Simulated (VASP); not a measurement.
# HgTe (I-4m2) in VASP: a series of runs, part 2 of 2

VASP 6.6.1. Earlier steps stand in the parts before.

### Step 6. Single point, LDA

This run uses another cell than the first one, of 27.19 Å³/atom, 0.940 times its volume.

INCAR reads:

```
SYSTEM = HgTe
ALGO     = Normal         ! electronic algorithm
EDIFF    = 1E-7           ! SCF threshold, eV
ENCUT    = 520            ! plane-wave cutoff, eV
ISIF     = 2              ! what is computed and relaxed
ISMEAR   = -1             ! smearing method
LASPH    = .True.         ! aspherical terms in the spheres
LCHARG   = .False.        ! write CHGCAR
LREAL    = .False.        ! projectors in reciprocal space
LWAVE    = .False.        ! write WAVECAR
NBANDS   = 16             ! bands
NELM     = 100            ! most SCF steps
PREC     = Accurate       ! precision mode
SIGMA    = 0.05           ! smearing width, eV
```

KPOINTS reads:

```
k-points
0
Gamma
  10 10 10
  0 0 0
```

POSCAR reads:

```
HgTe
1.0
   -2.9834303915      2.9834303915      1.5275763738
    2.9834303915     -2.9834303915      1.5275763738
    2.9834303915      2.9834303915     -1.5275763738
Hg Te
1 1
Direct
    0.7500000000      0.2500000000      0.5000000000
    0.0000000000      0.0000000000      0.0000000000
```

Potentials or basis: VASP PAW LDA potentials, release 64 (Hg, Te).

Command:

```console
> cat potpaw_LDA.64/Hg/POTCAR potpaw_LDA.64/Te/POTCAR > POTCAR
> mpirun -np 1 vasp_std > vasp.out
```

OUTCAR:

```text
SYSTEM = HgTe
   EDIFF = 1E-7
   ENCUT = 520
   ISIF = 2
   ISMEAR = -1
   LASPH = .True.
   LREAL = .False.
   NELM = 100
   PREC = Accurate

 ion  position               nearest neighbor table
   1  0.750  0.250  0.500-   2 3.08   2 3.08   2 3.08   2 3.08   2 3.76   2 3.76   2 3.76   2 3.76

   2  0.000  0.000  0.000-   1 3.08   1 3.08   1 3.08   1 3.08   1 3.76   1 3.76   1 3.76   1 3.76

  LATTYP: Found a body centered tetragonal cell.
 ALAT       =     5.9668607830
 C/A-ratio  =     0.5120201156

  Lattice vectors:

 A1 = (  -2.9834303915,   2.9834303915,   1.5275763738)
 A2 = (   2.9834303915,  -2.9834303915,   1.5275763738)
 A3 = (   2.9834303915,   2.9834303915,  -1.5275763738)

Analysis of symmetry for initial positions (statically):
=====================================================================
 Subroutine PRICEL returns:
 Original cell was already a primitive cell.

 Routine SETGRP: Setting up the symmetry group for a
 body centered tetragonal supercell.

 Subroutine GETGRP returns: Found  8 space group operations
 (whereof  8 operations were pure point group operations)
 out of a pool of 16 trial point group operations.

The static configuration has the point symmetry D_2d.

Analysis of symmetry for dynamics (positions and initial velocities):
=====================================================================
 Subroutine PRICEL returns:
 Original cell was already a primitive cell.

 Routine SETGRP: Setting up the symmetry group for a
 body centered tetragonal supercell.

 Subroutine GETGRP returns: Found  8 space group operations
 (whereof  8 operations were pure point group operations)
 out of a pool of 16 trial point group operations.

The dynamic configuration has the point symmetry D_2d.

 Subroutine INISYM returns: Found  8 space group operations
 (whereof  8 operations are pure point group operations),
 and found     1 'primitive' translations

----------------------------------------------------------------------------------------

                                     Primitive cell

  volume of cell :      54.3870

  direct lattice vectors                    reciprocal lattice vectors
    -2.983430391  2.983430391  1.527576374     0.000000000  0.167592313  0.327315877
     2.983430391 -2.983430391  1.527576374     0.167592313  0.000000000  0.327315877
     2.983430391  2.983430391 -1.527576374     0.167592313  0.167592313  0.000000000

  length of vectors
     4.487226691  4.487226691  4.487226691     0.367726619  0.367726619  0.237011322

  position of ions in fractional coordinates (direct lattice)
     0.750000000  0.250000000  0.500000000
     0.000000000  0.000000000  0.000000000

  ion indices of the primitive-cell ions
   primitive index   ion index
                 1           1
                 2           2

----------------------------------------------------------------------------------------

 KPOINTS: k-points

Automatic generation of k-mesh.
 Grid dimensions read from file:
 generate k-points for:   10   10   10

 Generating k-lattice:

  Cartesian coordinates                     Fractional coordinates (reciprocal lattice)
     0.000000000  0.016759231  0.032731588     0.100000000 -0.000000000  0.000000000
     0.016759231  0.000000000  0.032731588    -0.000000000  0.100000000  0.000000000
     0.016759231  0.016759231  0.000000000     0.000000000  0.000000000  0.100000000

  Length of vectors
     0.036772662  0.036772662  0.023701132

  Shift w.r.t. Gamma in fractional coordinates (k-lattice)
     0.000000000  0.000000000  0.000000000

 Subroutine IBZKPT returns following result:
 ===========================================

 Found    102 irreducible k-points:

 Following reciprocal coordinates:
            Coordinates               Weight
  0.000000  0.000000  0.000000      1.000000
  0.100000 -0.000000  0.000000      8.000000
  0.200000 -0.000000  0.000000      8.000000
  0.300000  0.000000 -0.000000      8.000000
  0.400000  0.000000  0.000000      8.000000
  0.500000 -0.000000  0.000000      4.000000
[... 16 lines left out ...]
  0.300000  0.300000 -0.000000      8.000000
  0.400000  0.300000  0.000000     16.000000
 [... further k-points ...]
   k-points           NKPTS =    102   k-points in BZ     NKDIM =    102   number of bands    NBANDS=     16
   number of dos      NEDOS =    301   number of ions     NIONS =      2
   total plane-waves  NPLWV =  46656
   dimension x,y,z NGX =    36 NGY =   36 NGZ =   36
   dimension x,y,z NGXF=    72 NGYF=   72 NGZF=   72
   ions per type =               1   1
   NGX,Y,Z   is equivalent  to a cutoff of  13.34, 13.34, 13.34 a.u.
   NGXF,Y,Z  is equivalent  to a cutoff of  26.68, 26.68, 26.68 a.u.
 SYSTEM =  HgTe
   PREC   = accura    normal or accurate (medium, high low for compatibility)
   ISTART =      0    job   : 0-new  1-cont  2-samecut
   ICHARG =      2    charge: 1-file 2-atom 10-const
   ISPIN  =      1    spin polarized calculation?
   LNONCOLLINEAR =      F non collinear calculations
   LSORBIT =      F    spin-orbit coupling
   LASPH  =      T    aspherical Exc in radial PAW
   ENCUT  =  520.0 eV  38.22 Ry    6.18 a.u.   8.34  8.34  8.34*2*pi/ulx,y,z
   NELM   =    100;   NELMIN=  2; NELMDL= -5     # of ELM steps
   EDIFF  = 0.1E-06   stopping-criterion for ELM
   LREAL  =      F    real-space projection
   EDIFFG = 0.1E-05   stopping-criterion for IOM
   NSW    =      0    number of steps for IOM
   IBRION =     -1    ionic relax: 0-MD 1-quasi-New 2-CG
   NFREE  =      0    steps in history (QN), initial steepest desc. (CG)
   ISIF   =      2    stress and relaxation
   ISYM   =      2    0-nonsym 1-usesym 2-fastsym
   POTIM  = 0.5000    time-step for ionic-motion
   TEBEG  =    0.0;   TEEND  =   0.0 temperature during run
   PSTRESS=    0.0 pullay stress
   NELECT =      18.0000    total number of electrons
   NUPDOWN=      -1.0000    fix difference up-down
   EMIN   =  10.00;   EMAX   =-10.00  energy-range for DOS
   EFERMI =   0.00;   METHOD = LEGACY
   ISMEAR =    -1;   SIGMA  =   0.05  broadening in eV -4-tet -1-fermi 0-gaus
   EFERMI_NEDOS =   21; number of points for ismear=-14 and -15
   IALGO  =     38    algorithm
   IMIX   =      4    mixing-type and parameters
     AMIX     =   0.40;   BMIX     =  1.00
     AMIX_MAG =   1.60;   BMIX_MAG =  1.00
  volume/ion in A,a.u.               =      27.19       183.51
  Fermi-wavevector in a.u.,A,eV,Ry     =   1.132402  2.139930 17.447227  1.282335
  Thomas-Fermi vector in A             =   2.269103
   LORBIT       =      0    0 simple, 1 ext, 2 COOP (PROOUT), +10 PAW based schemes
   GGA     = CA    functional components
   LHFCALC =     F    Hartree Fock is set to
   AEXX    =    0.0000 exact exchange contribution
   IVDW    =     0    specifies the selected vdW correction
   LEPSILON=     F    determine dielectric tensor
   LRPA    =     F    only Hartree local field effects (RPA)
 non-spin polarized calculation
  energy-cutoff  :      520.00
  volume of cell :       54.39
 maximum number of plane-waves:      1489
 NGX is ok and might be reduce to    36
   NGX = 17   NGY = 17   NGZ = 17

 number of electron      17.9999998 magnetization

 Free energy of the ion-electron system (eV)
  ---------------------------------------------------
  ext. energy  EPLUGINS =         0.00000000
  ---------------------------------------------------
  free energy    TOTEN  =        -4.75836516 eV

  energy without entropy =       -4.74768957  energy(sigma->0) =       -4.75302736

 E-fermi :   4.9098     XC(G=0): -10.3818

 val. band max:        4.9095173304   @ k =  -0.2000  -0.3000   0.2000
 cond. band min:       4.9111616038   @ k =   0.2000   0.1000   0.0000
 fundamental gap:      0.0016442735
 Fermi energy:         4.9097863578

 k-point     1 :       0.0000    0.0000    0.0000
  band No.  band energies     occupation
      1      -7.9445      2.00000
      2      -2.8212      2.00000
      3      -2.0348      2.00000
      4      -1.9354      2.00000
      5      -1.4297      2.00000
      6      -1.4297      2.00000
[... 8 lines left out ...]
     15      15.2215      0.00000
     16      16.4939      0.00000
[... 419 lines left out ...]
 k-point    24 :       0.4000    0.3000    0.0000
  band No.  band energies     occupation
      1      -6.1675      2.00000
      2      -2.1669      2.00000
      3      -2.0836      2.00000
      4      -1.8395      2.00000
      5      -1.7443      2.00000
      6      -1.7229      2.00000
[... 8 lines left out ...]
     15      15.0026      0.00000
     16      16.1558      0.00000

 [... further k-points ...]
[... 5 lines left out ...]
  --------------------------------------------------------------------------------------
  -------------------------------------------------------------------------------------
  Total       -1.3226249     -1.3226249      0.4525154      0.0000000      0.0000000      0.0000000
  in kB      -38.9630133    -38.9630133     13.3305848      0.0000000      0.0000000      0.0000000
  external PRESSURE =     -21.5318139 kB  Pullay stress =       0.0000000 kB

 VOLUME and BASIS-vectors are now :
 -----------------------------------------------------------------------------
  energy-cutoff  :      520.00
  volume of cell :       54.39
      direct lattice vectors                 reciprocal lattice vectors
    -2.983430391  2.983430391  1.527576374     0.000000000  0.167592313  0.327315877
     2.983430391 -2.983430391  1.527576374     0.167592313  0.000000000  0.327315877
     2.983430391  2.983430391 -1.527576374     0.167592313  0.167592313  0.000000000

 POSITION                                       TOTAL-FORCE (eV/Angst)
 -----------------------------------------------------------------------------------
      0.00000      2.98343      0.76379         0.000000     -0.000000     -0.000000
      0.00000      0.00000      0.00000        -0.000000      0.000000      0.000000
 -----------------------------------------------------------------------------------
    total drift:                               -0.000000      0.000000     -0.000000

  FREE ENERGIE OF THE ION-ELECTRON SYSTEM (eV)
  ---------------------------------------------------
  free  energy   TOTEN  =        -4.7583651607 eV

  energy  without entropy=       -4.7476895676  energy(sigma->0) =       -4.75302736
```

Wall time 91 s (1 thread of Intel Xeon 6975P-C, shared host); peak memory 0.23 GiB.

Results:

```
Free energy            : -4.7584 eV
Pressure               : -2.2 GPa
Band gap on the k mesh : zero (band 9 reaches 6.59 eV, above the bottom of band 10 at 2.87 eV)
```

Stress tensor (GPa, compression positive):
```
-3.90  0.00  0.00
 0.00 -3.90  0.00
 0.00  0.00  1.33
```

Caveat: spin-orbit coupling is left out, which moves the levels of the heavy elements.

### Step 7. Overview

| task | level | potentials or basis | cell | cutoff (eV) | gap on the mesh (eV) | pressure (GPa) |
| --- | --- | --- | --- | --- | --- | --- |
| relaxation of cell and atoms | PBEsol | VASP PAW PBE potentials, release 64 (Hg, Te) | relaxed to 5 GPa from a = 4.581 Å, angles 96.7, 96.7, 140.2°, 2 atoms | 600 | none | 5.0 |
| relaxation of cell and atoms | PBEsol | VASP PAW PBE potentials, release 64 (Hg, Te) | relaxed to 10 GPa from a = 4.581 Å, angles 96.7, 96.7, 140.2°, 2 atoms | 600 | none | 10.0 |
| relaxation of cell and atoms | PBEsol | VASP PAW PBE potentials, release 64 (Hg, Te) | relaxed to 20 GPa from a = 4.581 Å, angles 96.7, 96.7, 140.2°, 2 atoms | 600 | none | 20.0 |
| relaxation of cell and atoms | PBEsol | VASP PAW PBE potentials, release 64 (Hg, Te) | relaxed to 30 GPa from a = 4.581 Å, angles 96.7, 96.7, 140.2°, 2 atoms | 600 | none | 30.0 |
| single point | LDA | VASP PAW LDA potentials, release 64 (Hg, Te) | a = 4.487 Å, angles 96.7, 96.7, 140.2°, 2 atoms | 520 | none | -2.2 |

Alike in all rows: no spin polarisation; k mesh 10 × 10 × 10; smearing fermi-dirac 0.05 eV.

Caveats: spin-orbit coupling is left out, which moves the levels of the heavy elements; the cell is relaxed towards a set pressure, so the enthalpy falls and the energy may rise (some runs); the PAW data sets were made with another functional, which shifts forces and pressure a little (some runs); the volume moved by over 15 % at a fixed basis, so the end points are rough (some runs).

Absolute energies hang on the potentials; compare differences alone.
